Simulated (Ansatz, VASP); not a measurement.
# One calculation of Hf, two programs

```
Hf
1.0
     3.23877    0.00000    0.00000
    -1.61938    2.80485    0.00000
     0.00000    0.00000    5.12436
Hf
2
Direct
  0.66667 0.33333 0.75000
  0.33333 0.66667 0.25000
```

Change from the starting cell: volume scaled by 1.04.

Alike in both runs: task single point; functional LDA; k mesh 10 × 10 × 5; occupations fermi-dirac, width 0.05 eV; no spin polarisation.

```csv
,VASP,Ansatz
version,VASP 6.6.1,Ansatz 0.2.0
potentials or method,"VASP PAW LDA potentials, release 64 (Hf_pv), cutoff 520 eV","all-electron LAPW, scalar-relativistic"
```

```tsv
	VASP	Ansatz	Ansatz less VASP
gap on the k mesh at the Fermi level (eV)	none	none	-
pressure (GPa)	-11.2	-11.2	+0.04
traceless stress, the component that is largest in VASP (GPa)	-0.43	-0.43	+0.005
```

LDA's correlation is that of Perdew and Zunger in VASP and of Perdew and Wang (1992) in Ansatz. A gap of «none» marks a metal or a gap that the smearing closes. Ansatz ran all-electron here, and VASP with PAW potentials.

Spin-orbit coupling is off throughout.
